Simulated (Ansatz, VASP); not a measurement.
Two plane-wave programs on Mg2Si3N

The input INCAR:

```
SYSTEM = Mg2Si3N
PREC = Accurate
ENCUT = 600
EDIFF = 1E-6
ISMEAR = 0
SIGMA = 0.1
LREAL = .FALSE.
LASPH = .TRUE.
NELM = 80
ALGO = Normal
ISIF = 3
LWAVE = .FALSE.
LCHARG = .FALSE.
GGA = PE
IBRION = 2
NSW = 100
EDIFFG = -0.01
```

KPOINTS

```
Automatic mesh
0
G
  12 12 6
  0 0 0
```

File POSCAR:

```
Mg2Si3N
1.0
    3.8152789958      0.0000000000      0.0000000000
   -1.9076394979      3.3041285329      0.0000000000
    0.0000000000      0.0000000000      7.8183405620
Mg Si N
2 3 1
Direct
    0.3333333333      0.6666666667      0.7275727528
    0.3333333333      0.6666666667      0.2724272472
    0.6666666667      0.3333333333      0.0000000000
    0.0000000000      0.0000000000      0.5000000000
    0.0000000000      0.0000000000      0.0000000000
    0.6666666667      0.3333333333      0.5000000000
```

Input for Ansatz:

```yaml
crystal:
  lattice:
    - [3.8152789958, 0.0, 0.0]
    - [-1.9076394979, 3.3041285329, 0.0]
    - [0.0, 0.0, 7.818340562]
  atoms:
    - { symbol: Mg, position: [0.3333333333, 0.6666666667, 0.7275727528] }
    - { symbol: Mg, position: [0.3333333333, 0.6666666667, 0.2724272472] }
    - { symbol: Si, position: [0.6666666667, 0.3333333333, 0.0] }
    - { symbol: Si, position: [0.0, 0.0, 0.5] }
    - { symbol: Si, position: [0.0, 0.0, 0.0] }
    - { symbol: "N", position: [0.6666666667, 0.3333333333, 0.5] }
basis:
  ecutwfc: 420
kpoints:
  mp_grid: { grid: [12, 12, 6] }
hamiltonian:
  xc: pbe
scf:
  occupations: { method: gaussian, width: 0.1 }
output:
  forces: true
  stress: true
  eigenvalues: true
relax:
  adjacent_minimum: "off"
  f_tol: 0.01
  max_steps: 80
  cell: { stress_tol: 0.05 }
```

Change from the starting cell: species swapped into the Ce2CuSi3 type (P-6m2, No. 187).

Alike in both runs: task relaxation of cell and atoms; functional PBE; k mesh 12 × 12 × 6; occupations gaussian, width 0.1 eV; no spin polarisation.

|  | VASP | Ansatz |
| --- | --- | --- |
| version | VASP 6.6.1 | Ansatz 0.2.0 |
| potentials or method | VASP PAW PBE potentials, release 64 (Mg, Si, N), cutoff 600 eV | scalar-relativistic, plane waves, PAW |
| valence electrons in the cell | 21 | 37 |

|  | VASP | Ansatz | Ansatz less VASP |
| --- | --- | --- | --- |
| gap on the k mesh at the Fermi level, each at its own relaxed structure (eV) | none | none | - |
| relaxed volume (Å³/atom) | 16.30 | 16.37 | +0.070 |
| relaxed cell length with the largest relative difference (Å) | 7.627 | 7.659 | +0.0323 |

A gap of «none» marks a metal or a gap that the smearing closes. VASP's potentials hold 21 valence electrons a cell and Ansatz's 37, so a difference there can come from the potentials and not from the codes.
